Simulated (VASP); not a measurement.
**W: single point with PBEsol+D3(BJ)**

The system is W.

```
W
1.0
     4.99199    0.00000    0.00000
     0.00000    4.99199    0.00000
     0.00000    0.00000    4.99199
W
8
Direct
  0.50000 0.25000 0.00000
  0.50000 0.75000 0.00000
  0.75000 0.00000 0.50000
  0.25000 0.00000 0.50000
  0.00000 0.50000 0.75000
  0.00000 0.50000 0.25000
  0.50000 0.50000 0.50000
  0.00000 0.00000 0.00000
```

```
Program                : VASP 6.6.1
Task                   : single point
Functional             : PBEsol
Dispersion             : D3(BJ)
Potentials or basis    : VASP PAW PBE potentials, release 64 (W_sv)
Cutoff                 : 520 eV
k mesh                 : 5 × 5 × 5
Occupations            : fermi-dirac, width 0.05 eV
Spin                   : no spin polarisation
Dipole correction      : no
Further INCAR settings : ALGO = Normal; EDIFF = 1e-06; NBANDS = 66
```

```
Pressure                   : 0.9 GPa
Band gap on the k mesh     : zero (bands 56 and 57 overlap by 0.61 eV)
Dispersion energy per atom : -0.758 eV
```

Levels at points of the mesh, in eV from the Fermi level:
```csv
k point,band 53,band 54,band 55,band 56,band 57,band 58,band 59,band 60
"(0.00, 0.00, 0.00)",-1.51,-1.51,-0.49,-0.49,-0.49,1.74,1.74,1.74
```

Wall time 45 s on 1 thread of Intel(R) Xeon(R) 6975P-C (Granite Rapids) (shared host), peak memory 0.27 GiB.

Caveat: the PAW data sets were made with another functional, which shifts forces and pressure a little; spin-orbit coupling is left out, which moves the levels of the heavy elements.
